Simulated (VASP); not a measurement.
# Eu (Im-3m) in VASP: notebook, part 2 of 2

VASP 6.6.1.

### 3 Single point, r2SCAN, collinear spin, ferromagnetic start

POSCAR

```
Eu
1.0
   -2.2274745855      2.2274745855      2.2274745855
    2.2274745855     -2.2274745855      2.2274745855
    2.2274745855      2.2274745855     -2.2274745855
Eu
1
Direct
    0.0000000000      0.0000000000      0.0000000000
```

INCAR.step1

```
SYSTEM = Eu
PREC     = Accurate       ! precision mode
ENCUT    = 520            ! plane-wave cutoff, eV
ISMEAR   = 0              ! smearing method
SIGMA    = 1.0            ! smearing width, eV
LREAL    = .FALSE.        ! projectors in reciprocal space
LASPH    = .TRUE.         ! aspherical terms in the spheres
NELM     = 150            ! most SCF steps
ISPIN    = 2              ! spin polarisation
MAGMOM   = 7.31           ! initial moments
LMAXMIX  = 6              ! l up to which the mixer works
NBANDS   = 18             ! bands
GGA      = PE             ! functional
ALGO     = Normal         ! electronic algorithm
EDIFF    = 1E-4           ! SCF threshold, eV
LWAVE    = .TRUE.         ! write WAVECAR
LCHARG   = .FALSE.        ! write CHGCAR
```

INCAR.step2

```
SYSTEM = Eu
PREC     = Accurate       ! precision mode
ENCUT    = 520            ! plane-wave cutoff, eV
EDIFF    = 1E-6           ! SCF threshold, eV
ISMEAR   = 0              ! smearing method
SIGMA    = 1.0            ! smearing width, eV
LREAL    = .FALSE.        ! projectors in reciprocal space
LASPH    = .TRUE.         ! aspherical terms in the spheres
NELM     = 150            ! most SCF steps
ALGO     = Normal         ! electronic algorithm
ISIF     = 2              ! what is computed and relaxed
LWAVE    = .FALSE.        ! write WAVECAR
LCHARG   = .FALSE.        ! write CHGCAR
ISPIN    = 2              ! spin polarisation
MAGMOM   = 7.31           ! initial moments
LORBIT   = 11             ! projections on sites
LMAXMIX  = 6              ! l up to which the mixer works
METAGGA  = R2SCAN         ! meta-GGA
LMIXTAU  = .TRUE.       
NBANDS   = 18             ! bands
ISTART   = 1
```

KPOINTS

```
regular mesh
0
G
  10 10 10
  0 0 0
```

Potentials or basis: VASP PAW PBE potentials, release 64 (Eu).

Command:

```sh
$ cat potpaw_PBE.64/Eu/POTCAR > POTCAR
$ cp INCAR.step1 INCAR
$ mpirun -np 1 vasp_std > vasp.out
$ cp INCAR.step2 INCAR
$ mpirun -np 1 vasp_std > vasp.out
```

It took 3.7 min on 1 thread of AMD EPYC 9R45 (Zen 5), shared host; peak memory 0.21 GiB.

Results (log left out):

```
Free energy                                           : -40.1986 eV
Pressure                                              : -0.5 GPa
Net moment                                            : 7.64 μB per cell
Site moments                                          : Eu +6.62 μB
Valence electrons inside the program's atomic spheres : Eu 14.72
```

Levels at points of the mesh, in eV from the Fermi level:
Spin up:
| k point | band 10 | band 11 | band 12 | band 13 | band 14 | band 15 |
| --- | --- | --- | --- | --- | --- | --- |
| (0.00, 0.00, 0.00) | -1.20 | -1.20 | -1.17 | 1.85 | 1.85 | 1.85 |
| (0.50, 0.00, 0.00) | -1.21 | -1.20 | -1.19 | 0.28 | 0.40 | 3.43 |
| (0.50, 0.50, 0.50) | -1.29 | -1.17 | -1.17 | -1.17 | 4.76 | 4.76 |
Spin down:
| k point | band 3 | band 4 | band 5 | band 6 | band 7 | band 8 |
| --- | --- | --- | --- | --- | --- | --- |
| (0.00, 0.00, 0.00) | -18.75 | -18.75 | -3.21 | 3.25 | 3.25 | 3.25 |
| (0.50, 0.00, 0.00) | -18.90 | -18.76 | -0.50 | 1.76 | 1.81 | 4.63 |
| (0.50, 0.50, 0.50) | -19.07 | -19.07 | 0.03 | 0.03 | 4.63 | 4.63 |

Caveat: so wide a smearing shifts energies and pressures; the PAW data sets were made with another functional, which shifts forces and pressure a little; spin-orbit coupling is left out, which moves the levels of the heavy elements; semilocal functionals describe open f shells poorly, which spoils levels, moments and volumes. The state reached can hang on the start; a lower one may exist.

### 4 Single point, r2SCAN, collinear spin, ferromagnetic start

POSCAR is that of step 3.

INCAR.step1

```
SYSTEM = Eu
PREC = Accurate ; ENCUT = 520
ISMEAR = 1 ; SIGMA = 0.01
LREAL = .False. ; LASPH = .True.
NELM = 150 ; ISPIN = 2
MAGMOM = 7.31 ; LMAXMIX = 6
NBANDS = 18 ; GGA = PE
ALGO = Normal ; EDIFF = 1E-4
LWAVE = .True. ; LCHARG = .False.
```

INCAR.step2

```
SYSTEM = Eu
PREC = Accurate ; ENCUT = 520
EDIFF = 1E-6 ; ISMEAR = 1
SIGMA = 0.01 ; LREAL = .False.
LASPH = .True. ; NELM = 150
ALGO = Normal ; ISIF = 2
LWAVE = .False. ; LCHARG = .True.
ISPIN = 2 ; MAGMOM = 7.31
LORBIT = 11 ; LMAXMIX = 6
METAGGA = R2SCAN ; LMIXTAU = .True.
LELF = .True. ; LVHAR = .True.
NBANDS = 18 ; ISTART = 1
```

KPOINTS

```
Automatic mesh
0
Gamma
  10 10 10
  0 0 0
```

Command:

```sh
$ cat potpaw_PBE.64/Eu/POTCAR > POTCAR
$ cp INCAR.step1 INCAR
$ mpirun -np 1 vasp_std > vasp.out
$ cp INCAR.step2 INCAR
$ mpirun -np 1 vasp_std > vasp.out
```

Run time: 4.3 min. Hardware: 1 thread of AMD EPYC 9R45 (Zen 5), shared host; peak memory 0.21 GiB.

Results (log left out):

- Free energy: -39.6574 eV
- Pressure: -0.3 GPa
- Net moment: 7.73 μB per cell
- Site moments: Eu +6.70 μB
- Valence electrons inside the program's atomic spheres: Eu 14.79

Levels at points of the mesh, in eV from the Fermi level:
Spin up:
```tsv
k point	band 10	band 11	band 12	band 13	band 14	band 15
(0.00, 0.00, 0.00)	-0.52	-0.52	-0.50	1.99	1.99	1.99
(0.50, 0.00, 0.00)	-0.51	-0.49	-0.47	0.33	0.51	3.50
(0.50, 0.50, 0.50)	-0.63	-0.42	-0.42	-0.42	4.84	4.84
```
Spin down:
| k point | band 2 | band 3 | band 4 | band 5 | band 6 | band 7 | band 8 | band 9 |
| --- | --- | --- | --- | --- | --- | --- | --- | --- |
| (0.00, 0.00, 0.00) | -18.43 | -18.43 | -18.43 | -3.20 | 3.24 | 3.24 | 3.24 | 5.14 |
| (0.50, 0.00, 0.00) | -18.92 | -18.59 | -18.43 | -0.50 | 1.73 | 1.87 | 5.03 | 5.18 |
| (0.50, 0.50, 0.50) | -18.77 | -18.77 | -18.77 | 0.13 | 0.13 | 5.03 | 5.03 | 5.03 |

Caveat: the PAW data sets were made with another functional, which shifts forces and pressure a little; spin-orbit coupling is left out, which moves the levels of the heavy elements; semilocal functionals describe open f shells poorly, which spoils levels, moments and volumes. The state reached can hang on the start; a lower one may exist.

### 5 Overview

| smearing | gap on the mesh (eV) | pressure (GPa) | moment (μB) |
| --- | --- | --- | --- |
| gaussian 0.6 eV | none | -0.4 | 7.78 |
| gaussian 1 eV | none | -0.5 | 7.64 |
| methfessel-paxton 0.01 eV | none | -0.3 | 7.73 |

Alike in all rows: task single point; level r2SCAN; potentials or basis VASP PAW PBE potentials, release 64 (Eu); spin collinear, ferromagnetic start; cell as given; k mesh 10 × 10 × 10; cutoff (eV) 520.

Caveats: the PAW data sets were made with another functional, which shifts forces and pressure a little; spin-orbit coupling is left out, which moves the levels of the heavy elements; semilocal functionals describe open f shells poorly, which spoils levels, moments and volumes; so wide a smearing shifts energies and pressures (at least some runs).

Absolute energies hang on the potentials; compare differences alone.
